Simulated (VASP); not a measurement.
# SiW6 in VASP: notebook

Runs on SiW6. Level: PBE+D3(BJ). Tasks: single point.

Everything below comes from runs of VASP 6.6.1. Logs are shortened: lines on timing, memory, paths and dates and some standing lists are left out, and cuts for length are marked.

**1. The cell of the first run**

The cell holds a slab with vacuum, 7 atoms: a = 4.468 Å, b = 4.468 Å, c = 21.726 Å, α = 90.00°, β = 90.00°, γ = 120.00°.

**2. Single point, PBE+D3(BJ)**

The input, INCAR:

```
ALGO     = Normal         # electronic algorithm
DIPOL    = 0.5 0.5 0.320
EDIFF    = 1E-6           # SCF threshold, eV
ENCUT    = 520            # plane-wave cutoff, eV
GGA      = PE             # functional
IDIPOL   = 3            
ISIF     = 2              # what is computed and relaxed
ISMEAR   = 0              # smearing method
IVDW     = 12             # dispersion correction
LASPH    = T              # aspherical terms in the spheres
LCHARG   = F              # write CHGCAR
LDIPOL   = T            
LREAL    = F              # projectors in reciprocal space
LWAVE    = F              # write WAVECAR
NBANDS   = 53             # bands
NELM     = 80             # most SCF steps
PREC     = Accurate       # precision mode
SIGMA    = 0.1            # smearing width, eV
```

The input, KPOINTS:

```
k-points
0
Gamma
  6 6 1
```

The input, POSCAR:

```
SiW6
1.0
    4.4682526324      0.0000000000      0.0000000000
   -2.2341263162      3.8696202902      0.0000000000
    0.0000000000      0.0000000000     21.7259061349
W Si
6 1
Direct
    0.6666666667      0.3333333333      0.1841119986
    0.3333333333      0.6666666667      0.2260931360
    0.0000000000      0.0000000000      0.2680742733
    0.6666666667      0.3333333333      0.3070897866
    0.3333333333      0.6666666667      0.3466976876
    0.0000000000      0.0000000000      0.3832248047
    0.2222222222      0.6666666667      0.5259116036
```

Potentials or basis: VASP PAW PBE potentials, release 64 (W_sv, Si).

Launch:

```
$ cat potpaw_PBE.64/W_sv/POTCAR potpaw_PBE.64/Si/POTCAR > POTCAR
$ mpirun -np 1 vasp_std > vasp.out
```

OUTCAR:

```text
EDIFF = 1E-6
   ENCUT = 520
   GGA = PE
   ISIF = 2
   ISMEAR = 0
   IVDW = 12
   LASPH = T
   LREAL = F
   NELM = 80
   PREC = Accurate
 IVDW          = 12

 ion  position               nearest neighbor table
   1  0.667  0.333  0.184-   4 2.67   2 2.74   2 2.74   2 2.74   3 3.16   3 3.16   3 3.16
   2  0.333  0.667  0.226-   5 2.62   3 2.74   3 2.74   3 2.74   1 2.74   1 2.74   1 2.74   4 3.12
                             4 3.12   4 3.12
   3  0.000  0.000  0.268-   6 2.50   4 2.72   4 2.72   4 2.72   2 2.74   2 2.74   2 2.74   5 3.09
                             5 3.09   5 3.09   1 3.16   1 3.16   1 3.16
   4  0.667  0.333  0.307-   1 2.67   3 2.72   3 2.72   3 2.72   5 2.72   5 2.72   5 2.72   6 3.06
                             6 3.06   6 3.06   2 3.12   2 3.12   2 3.12
   5  0.333  0.667  0.347-   2 2.62   6 2.70   6 2.70   6 2.70   4 2.72   4 2.72   4 2.72   3 3.09
                             3 3.09   3 3.09
   6  0.000  0.000  0.383-   3 2.50   5 2.70   5 2.70   5 2.70   4 3.06   4 3.06   4 3.06
   7  0.222  0.667  0.526-

  LATTYP: Found a hexagonal cell.
 ALAT       =     4.4682526324
 C/A-ratio  =     4.8622824004

  Lattice vectors:

 A1 = (   4.4682526324,   0.0000000000,   0.0000000000)
 A2 = (  -2.2341263162,   3.8696202902,   0.0000000000)
 A3 = (   0.0000000000,   0.0000000000,  21.7259061349)

Analysis of symmetry for initial positions (statically):
=====================================================================
 Subroutine PRICEL returns:
 Original cell was already a primitive cell.

 Routine SETGRP: Setting up the symmetry group for a
 hexagonal supercell.

 Subroutine GETGRP returns: Found  1 space group operations
 (whereof  1 operations were pure point group operations)
 out of a pool of 24 trial point group operations.

The static configuration has the point symmetry C_1 .

Analysis of symmetry for dynamics (positions and initial velocities):
=====================================================================
 Subroutine PRICEL returns:
 Original cell was already a primitive cell.

 Routine SETGRP: Setting up the symmetry group for a
 hexagonal supercell.

 Subroutine GETGRP returns: Found  1 space group operations
 (whereof  1 operations were pure point group operations)
 out of a pool of 24 trial point group operations.

The dynamic configuration has the point symmetry C_1 .

 Subroutine INISYM returns: Found  1 space group operations
 (whereof  1 operations are pure point group operations),
 and found     1 'primitive' translations

----------------------------------------------------------------------------------------

                                     Primitive cell

  volume of cell :     375.6505

  direct lattice vectors                    reciprocal lattice vectors
     4.468252632  0.000000000  0.000000000     0.223801133  0.129211644  0.000000000
    -2.234126316  3.869620290  0.000000000     0.000000000  0.258423288  0.000000000
     0.000000000  0.000000000 21.725906135     0.000000000  0.000000000  0.046028000

  length of vectors
     4.468252632  4.468252632 21.725906135     0.258423288  0.258423288  0.046028000

  position of ions in fractional coordinates (direct lattice)
     0.666666667  0.333333333  0.184111999
     0.333333333  0.666666667  0.226093136
     0.000000000  0.000000000  0.268074273
     0.666666667  0.333333333  0.307089787
     0.333333333  0.666666667  0.346697688
     0.000000000  0.000000000  0.383224805
     0.222222222  0.666666667  0.525911604

  ion indices of the primitive-cell ions
   primitive index   ion index
                 1           1
                 2           2
                 3           3
                 4           4
                 5           5
                 6           6
                 7           7

----------------------------------------------------------------------------------------

 KPOINTS: k-points

Automatic generation of k-mesh.
 Grid dimensions read from file:
 generate k-points for:    6    6    1

 Generating k-lattice:

  Cartesian coordinates                     Fractional coordinates (reciprocal lattice)
     0.037300189  0.021535274  0.000000000     0.166666667  0.000000000  0.000000000
     0.000000000  0.043070548  0.000000000     0.000000000  0.166666667  0.000000000
     0.000000000  0.000000000  0.046028000     0.000000000  0.000000000  1.000000000

  Length of vectors
     0.043070548  0.043070548  0.046028000

  Shift w.r.t. Gamma in fractional coordinates (k-lattice)
     0.000000000  0.000000000  0.000000000

 Subroutine IBZKPT returns following result:
 ===========================================

 Found     20 irreducible k-points:

 Following reciprocal coordinates:
            Coordinates               Weight
  0.000000  0.000000  0.000000      1.000000
  0.166667 -0.000000  0.000000      2.000000
  0.000000  0.166667  0.000000      2.000000
 -0.166667  0.166667  0.000000      2.000000
  0.333333 -0.000000  0.000000      2.000000
  0.000000  0.333333  0.000000      2.000000
[... 12 lines left out ...]
  0.500000 -0.166667  0.000000      2.000000
  0.333333  0.333333  0.000000      2.000000
   k-points           NKPTS =     20   k-points in BZ     NKDIM =     20   number of bands    NBANDS=     53
   number of dos      NEDOS =    301   number of ions     NIONS =      7
   total plane-waves  NPLWV = 209952
   dimension x,y,z NGX =    36 NGY =   36 NGZ =  162
   dimension x,y,z NGXF=    72 NGYF=   72 NGZF=  324
   ions per type =               6   1
   NGX,Y,Z   is equivalent  to a cutoff of  13.39, 13.39, 12.40 a.u.
   NGXF,Y,Z  is equivalent  to a cutoff of  26.79, 26.79, 24.79 a.u.
 SYSTEM =  unknown system
   PREC   = accura    normal or accurate (medium, high low for compatibility)
   ISTART =      0    job   : 0-new  1-cont  2-samecut
   ICHARG =      2    charge: 1-file 2-atom 10-const
   ISPIN  =      1    spin polarized calculation?
   LNONCOLLINEAR =      F non collinear calculations
   LSORBIT =      F    spin-orbit coupling
   LASPH  =      T    aspherical Exc in radial PAW
   ENCUT  =  520.0 eV  38.22 Ry    6.18 a.u.   8.31  8.31 40.40*2*pi/ulx,y,z
   NELM   =     80;   NELMIN=  2; NELMDL= -5     # of ELM steps
   EDIFF  = 0.1E-05   stopping-criterion for ELM
   LREAL  =      F    real-space projection
   EDIFFG = 0.1E-04   stopping-criterion for IOM
   NSW    =      0    number of steps for IOM
   IBRION =     -1    ionic relax: 0-MD 1-quasi-New 2-CG
   NFREE  =      0    steps in history (QN), initial steepest desc. (CG)
   ISIF   =      2    stress and relaxation
   ISYM   =      2    0-nonsym 1-usesym 2-fastsym
   POTIM  = 0.5000    time-step for ionic-motion
   TEBEG  =    0.0;   TEEND  =   0.0 temperature during run
   PSTRESS=    0.0 pullay stress
   NELECT =      88.0000    total number of electrons
   NUPDOWN=      -1.0000    fix difference up-down
   EMIN   =  10.00;   EMAX   =-10.00  energy-range for DOS
   EFERMI =   0.00;   METHOD = LEGACY
   ISMEAR =     0;   SIGMA  =   0.10  broadening in eV -4-tet -1-fermi 0-gaus
   EFERMI_NEDOS =   21; number of points for ismear=-14 and -15
   IALGO  =     38    algorithm
   IMIX   =      4    mixing-type and parameters
     AMIX     =   0.40;   BMIX     =  1.00
     AMIX_MAG =   1.60;   BMIX_MAG =  1.00
  volume/ion in A,a.u.               =      53.66       362.14
  Fermi-wavevector in a.u.,A,eV,Ry     =   1.009193  1.907099 13.857143  1.018471
  Thomas-Fermi vector in A             =   2.142107
   LORBIT       =      0    0 simple, 1 ext, 2 COOP (PROOUT), +10 PAW based schemes
   GGA     = PE    functional components
   LHFCALC =     F    Hartree Fock is set to
   AEXX    =    0.0000 exact exchange contribution
   IVDW    =    12    specifies the selected vdW correction
   LEPSILON=     F    determine dielectric tensor
   LRPA    =     F    only Hartree local field effects (RPA)
 non-spin polarized calculation
 Gauss-broadening in eV      SIGMA  =   0.10
  energy-cutoff  :      520.00
  volume of cell :      375.65
 maximum number of plane-waves:     10145
 NGX is ok and might be reduce to    36
   NGX = 17   NGY = 17   NGZ = 81

 dipolmoment           0.000000      0.000000     -0.627649 electrons x Angstroem

 number of electron      88.0000002 magnetization

 dipolmoment           0.000000      0.000000      0.056544 electrons x Angstroem

 Free energy of the ion-electron system (eV)
  ---------------------------------------------------
  ext. energy  EPLUGINS =         0.00000000
  ---------------------------------------------------
  free energy    TOTEN  =       -72.18962762 eV

  energy without entropy =      -72.14524730  energy(sigma->0) =      -72.16743746

 E-fermi :   0.3057     XC(G=0):  -5.4076

 val. band max:        0.2931702203   @ k =   0.1667   0.3333   0.0000
 cond. band min:       0.3060821366   @ k =  -0.1667   0.5000   0.0000
 fundamental gap:      0.0129119163
 Fermi energy:         0.3057273406

 k-point     1 :       0.0000    0.0000    0.0000
  band No.  band energies     occupation
      1     -73.6984      2.00000
      2     -73.5762      2.00000
      3     -73.5501      2.00000
      4     -73.5175      2.00000
      5     -73.4150      2.00000
      6     -73.3420      2.00000
[... 45 lines left out ...]
     52       2.7124      0.00000
     53       2.7621      0.00000

 k-point     2 :       0.1667   -0.0000    0.0000
  band No.  band energies     occupation
      1     -73.6896      2.00000
      2     -73.5809      2.00000
      3     -73.5477      2.00000
      4     -73.5144      2.00000
      5     -73.4209      2.00000
      6     -73.3461      2.00000
[... 45 lines left out ...]
     52       2.5999      0.00000
     53       2.6247      0.00000
[... 950 lines left out ...]
     52       2.2342      0.00000
     53       2.3197      0.00000

 k-point    20 :       0.3333    0.3333    0.0000
  band No.  band energies     occupation
      1     -73.6485      2.00000
      2     -73.6051      2.00000
      3     -73.5394      2.00000
      4     -73.4979      2.00000
      5     -73.4479      2.00000
      6     -73.3616      2.00000
[... 45 lines left out ...]
     52       1.7777      0.00000
     53       1.9630      0.00000

------------------------ aborting loop because EDIFF is reached ----------------------------------------

 vacuum level on the upper side and lower side of the slab       (xc-potential included)         0.067        -0.472

 Edisp (eV)   -2.83022

 E8    (eV) :    -1.4848

  FORCE on cell =-STRESS in cart. coord.  units (eV):
  Direction    XX          YY          ZZ          XY          YZ          ZX
  --------------------------------------------------------------------------------------
  -------------------------------------------------------------------------------------
  Total       0.41331     0.44548    -0.28646     0.09927     0.01386     0.40244
  in kB       1.76279     1.90002    -1.22178     0.42337     0.05913     1.71643
  external pressure =        0.81 kB  Pullay stress =        0.00 kB

 VOLUME and BASIS-vectors are now :
 -----------------------------------------------------------------------------
  energy-cutoff  :      520.00
  volume of cell :      375.65
      direct lattice vectors                 reciprocal lattice vectors
     4.468252632  0.000000000  0.000000000     0.223801133  0.129211644  0.000000000
    -2.234126316  3.869620290  0.000000000     0.000000000  0.258423288  0.000000000
     0.000000000  0.000000000 21.725906135     0.000000000  0.000000000  0.046028000

 POSITION                                       TOTAL-FORCE (eV/Angst)
 -----------------------------------------------------------------------------------
      2.23413      1.28987      4.00000         0.037310      0.000117      2.072848
     -0.00000      2.57975      4.91208        -0.012283      0.001304     -1.085404
      0.00000      0.00000      5.82416        -0.003056     -0.006295     -1.761728
      2.23413      1.28987      6.67180        -0.077147      0.006098     -3.113261
     -0.00000      2.57975      7.53232        -0.131997      0.021052      0.375287
      0.00000      0.00000      8.32591         0.096220     -0.031912      4.863277
     -0.49647      2.57975     11.42591         0.090954      0.009637     -1.351019
 -----------------------------------------------------------------------------------
    total drift:                                0.000047     -0.000009      0.000005

  FREE ENERGIE OF THE ION-ELECTRON SYSTEM (eV)
  ---------------------------------------------------
  free  energy   TOTEN  =       -75.0198508884 eV

  energy  without entropy=      -74.9754705715  energy(sigma->0) =      -74.99766073

 vacuum level on the upper side and lower side of the slab         4.660         4.118
```

Wall time 12 min (1 thread of AMD EPYC 9R45 (Zen 5), shared host); peak memory 0.65 GiB.

What came out:

* Free energy: -75.0199 eV
* Largest force: 4.864 eV/Å
* Band gap on the k mesh: zero (band 44 reaches 0.42 eV, above the bottom of band 45 at 0.04 eV)
* Dispersion energy per atom: -0.404 eV

Forces on the atoms (eV/Å):
```
W    0.037  0.000  2.073
W   -0.012  0.001 -1.085
W   -0.003 -0.006 -1.762
W   -0.077  0.006 -3.113
W   -0.132  0.021  0.375
W    0.096 -0.032  4.863
Si   0.091  0.010 -1.351
```

Levels at points of the mesh, in eV from the Fermi level:
```csv
k point,band 42,band 43,band 44,band 45,band 46,band 47
"(0.00, 0.00, 0.00)",-1.06,-0.96,-0.45,0.85,1.32,1.60
"(0.50, 0.00, 0.00)",-0.60,-0.36,0.12,0.18,0.30,0.79
"(0.00, 0.50, 0.00)",-0.63,-0.39,0.06,0.19,0.31,0.85
"(0.50, 0.50, 0.00)",-0.66,-0.37,0.01,0.19,0.31,0.89
```

Caveat: spin-orbit coupling is left out, which moves the levels of the heavy elements.

**3. Single point, PBE+D3(BJ)**

The input, INCAR:

```
SYSTEM = SiW6
  PREC = Accurate
  ENCUT = 520
  EDIFF = 1E-7
  ISMEAR = 0
  SIGMA = 0.1
  LREAL = .FALSE.
  LASPH = .TRUE.
  NELM = 100
  ALGO = Normal
  ISIF = 2
  LWAVE = .FALSE.
  LCHARG = .FALSE.
  LDIPOL = .TRUE.
  IDIPOL = 3
  DIPOL = 0.5 0.5 0.320
  GGA = PE
  IVDW = 12
  NBANDS = 53
```

The input, KPOINTS:

```
regular mesh
0
G
  6 6 1
  0 0 0
```

POSCAR, as its differences from that of step 2:

```diff
@@ -14,2 +14,2 @@
     0.0000000000      0.0000000000      0.3832248047
-    0.2222222222      0.6666666667      0.5259116036
+    0.6666666667      0.2222222222      0.5259116036
```

Potentials or basis: VASP PAW PBE potentials, release 64 (W_sv, Si).

Launch:

```
$ cat potpaw_PBE.64/W_sv/POTCAR potpaw_PBE.64/Si/POTCAR > POTCAR
$ mpirun -np 1 vasp_std > vasp.out
```

Run time: 13 min. Hardware: 1 thread of AMD EPYC 9R45 (Zen 5), shared host; peak memory 0.65 GiB.

It converged, with:

* Free energy: -74.7983 eV
* Largest force: 4.805 eV/Å
* Band gap on the k mesh: zero (band 44 reaches 0.39 eV, above the bottom of band 45 at 0.35 eV)
* Dispersion energy per atom: -0.405 eV

Forces in eV/Å, atoms in the order of the input:
```
W    0.000 -0.012  1.981
W    0.016 -0.016 -0.858
W   -0.030  0.022 -1.912
W    0.009  0.042 -2.900
W    0.032 -0.005  0.047
W   -0.066  0.040  4.804
Si   0.039 -0.071 -1.162
```

Levels at points of the mesh, in eV from the Fermi level:
| k point | band 40 | band 41 | band 42 | band 43 | band 44 | band 45 | band 46 | band 47 | band 48 | band 49 |
| --- | --- | --- | --- | --- | --- | --- | --- | --- | --- | --- |
| (0.00, 0.00, 0.00) | -1.23 | -1.08 | -1.07 | -0.96 | -0.47 | 0.69 | 1.28 | 1.53 | 1.62 | 1.63 |
| (0.50, 0.00, 0.00) | -1.31 | -1.06 | -0.70 | -0.24 | -0.06 | 0.18 | 0.30 | 0.80 | 0.87 | 1.23 |
| (0.00, 0.50, 0.00) | -1.34 | -1.01 | -0.68 | -0.16 | -0.04 | 0.17 | 0.30 | 0.69 | 0.80 | 1.26 |
| (0.50, 0.50, 0.00) | -1.29 | -1.08 | -0.71 | -0.31 | -0.01 | 0.18 | 0.29 | 0.82 | 0.86 | 1.24 |

Caveat: spin-orbit coupling is left out, which moves the levels of the heavy elements.

(Part 1 of 2 ends here.)
